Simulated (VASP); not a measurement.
Write the native input for VASP 6.6.1 that does the following.

```
Task                   : single point
Functional             : PBEsol
Potentials or basis    : VASP PAW PBE potentials, release 64 (In_d, As)
Cutoff                 : 520 eV
k mesh                 : 16 × 16 × 16
Occupations            : gaussian, width 0.1 eV
Spin                   : no spin polarisation
Dipole correction      : no
Further INCAR settings : ALGO = Normal; EDIFF = 1e-06; NBANDS = 16
```

The structure of InAs (ordered beta-tin type) lies in POSCAR:

```
InAs
1.0
   -2.5641117124      2.5641117124      1.3981398520
    2.5641117124     -2.5641117124      1.3981398520
    2.5641117124      2.5641117124     -1.3981398520
In As
1 1
Direct
    0.0000000000      0.0000000000      0.0000000000
    0.7500000000      0.2500000000      0.5000000000
```

These files were run (other wordings do the same):

INCAR

```
SYSTEM = InAs
PREC = Accurate
ENCUT = 520
EDIFF = 1E-6
ISMEAR = 0
SIGMA = 0.1
LREAL = .FALSE.
LASPH = .TRUE.
NELM = 100
ALGO = Normal
ISIF = 2
LWAVE = .FALSE.
LCHARG = .FALSE.
GGA = PS
NBANDS = 16
```

KPOINTS

```
regular mesh
0
G
  16 16 16
  0 0 0
```

Potentials or basis: VASP PAW PBE potentials, release 64 (In_d, As).

The run is started by

```bash
$ cat potpaw_PBE.64/In_d/POTCAR potpaw_PBE.64/As/POTCAR > POTCAR
$ mpirun -np 1 vasp_std > vasp.out
```

Results of the run:

| Quantity | Value |
| --- | --- |
| Pressure | 20.3 GPa |
| Band gap on the k mesh | zero (band 9 reaches 11.32 eV, above the bottom of band 10 at 5.90 eV) |

Caveat: the PAW data sets were made with another functional, which shifts forces and pressure a little; spin-orbit coupling is left out, which moves the levels of the heavy elements.

Run time: 76 s on 1 thread of Intel(R) Xeon(R) 6975P-C (Granite Rapids), on a shared host, peak memory 0.34 GiB.
